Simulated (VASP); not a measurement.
Crystal: AlRh2.

```
Al Rh
1.0
     3.43894    0.00000    0.00000
    -1.71947    2.97821    0.00000
     0.00000    0.00000    3.61586
Al Rh
1 2
Cartesian
  0.0000 0.0000 0.0000
  0.0000 1.9855 1.8079
  1.7195 0.9927 1.8079
```

| Property | Result |
| --- | --- |
| Program | VASP 6.6.1 |
| Task | relaxation of cell and atoms |
| Functional | PBE |
| Potentials or basis | VASP PAW PBE potentials, release 64 (Al, Rh_pv) |
| Cutoff | 600 eV |
| k mesh | 6 × 6 × 6 |
| Occupations | gaussian, width 0.1 eV |
| Spin | no spin polarisation |

At the start: pressure 159.7 GPa; volume 12.34 Å³/atom.

Question: Where does the relaxation end?

Answer: Over 19 steps the energy falls by 3198.4 meV/atom and the volume is 14.64 Å³/atom (+18.6 %); space group P6/mmm (No. 191, to 0.05 Å).

The path:
| step | energy change (eV) | largest force (eV/Å) | pressure (GPa) | volume (Å³) |
| --- | --- | --- | --- | --- |
| 1 | 0.0000 | 0.0000 | 159.75 | 37.03 |
| 2 | 4.8751 | 0.0000 | -32.72 | 137.01 |
| 3 | -6.0923 | 0.0000 | -24.74 | 70.12 |
| 4 | -7.0822 | 0.0000 | -21.75 | 63.36 |
| 5 | -7.1959 | 0.0000 | 21.36 | 47.71 |
| 6 | -7.7618 | 0.0000 | -11.72 | 56.26 |
| 7 | -7.8156 | 0.0000 | -5.17 | 53.72 |
| 8 | -7.8167 | 0.0000 | -6.31 | 54.11 |
| 9 | -8.5349 | 0.0000 | -5.51 | 50.07 |
| 10 | -7.9999 | 0.0000 | 46.80 | 37.53 |
| 11 | -9.1456 | 0.0000 | -3.45 | 46.92 |
| 12 | -9.5587 | 0.0000 | 7.75 | 42.34 |
| 13 | -9.5677 | 0.0000 | 4.85 | 43.08 |
| 14 | -9.5691 | 0.0000 | 5.74 | 42.84 |
| 15 | -9.4871 | 0.0000 | -7.28 | 45.51 |
| 16 | -9.5937 | 0.0000 | 0.84 | 43.69 |
| 17 | -9.5937 | 0.0000 | 0.93 | 43.67 |
| 18 | -9.5945 | 0.0000 | -0.59 | 44.08 |
| 19 | -9.5951 | 0.0000 | 0.00 | 43.91 |

Final structure:
```
Al Rh
1.0
     4.29098    0.00000    0.00000
    -2.14549    3.71610    0.00000
     0.00000    0.00000    2.75394
Al Rh
1 2
Direct
  0.00000 0.00000 0.00000
  0.33333 0.66667 0.50000
  0.66667 0.33333 0.50000
```

Caveat: the volume moved by over 15 % at a fixed basis, so the end points are rough.
